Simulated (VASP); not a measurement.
Write the native input for VASP 6.6.1 that does the following.

```
Task                   : single point
Functional             : LDA
Potentials or basis    : VASP PAW LDA potentials, release 64 (Bi_d)
Cutoff                 : 520 eV
k mesh                 : 14 × 14 × 14
Occupations            : fermi-dirac, width 0.08 eV
Spin                   : no spin polarisation
Dipole correction      : no
Further INCAR settings : ALGO = Normal; EDIFF = 1e-06; NBANDS = 14
```

The structure of Bi lies in POSCAR:

```
Bi
1.0
   -1.8219860825      1.8219860825      1.8219860825
    1.8219860825     -1.8219860825      1.8219860825
    1.8219860825      1.8219860825     -1.8219860825
Bi
1
Direct
    0.0000000000      0.0000000000      0.0000000000
```

These files were run (other wordings do the same):

INCAR

```
SYSTEM = Bi
PREC = Accurate
ENCUT = 520
EDIFF = 1E-6
ISMEAR = -1
SIGMA = 0.08
LREAL = .False.
LASPH = .True.
NELM = 60
ALGO = Normal
ISIF = 2
LWAVE = .False.
LCHARG = .True.
GGA = CA
LELF = .True.
LVHAR = .True.
NBANDS = 14
```

KPOINTS

```
Automatic mesh
0
Gamma
  14 14 14
  0 0 0
```

Potentials or basis: VASP PAW LDA potentials, release 64 (Bi_d).

Launch:

```sh
$ cat potpaw_LDA.64/Bi_d/POTCAR > POTCAR
$ mpirun -np 1 vasp_std > vasp.out
```

It gave:

```
Pressure : 19.2 GPa
```

Run time: 22 s on 1 thread of AMD EPYC 7R43 64-Core Processor (Zen 3), on a shared host, peak memory 0.11 GiB.
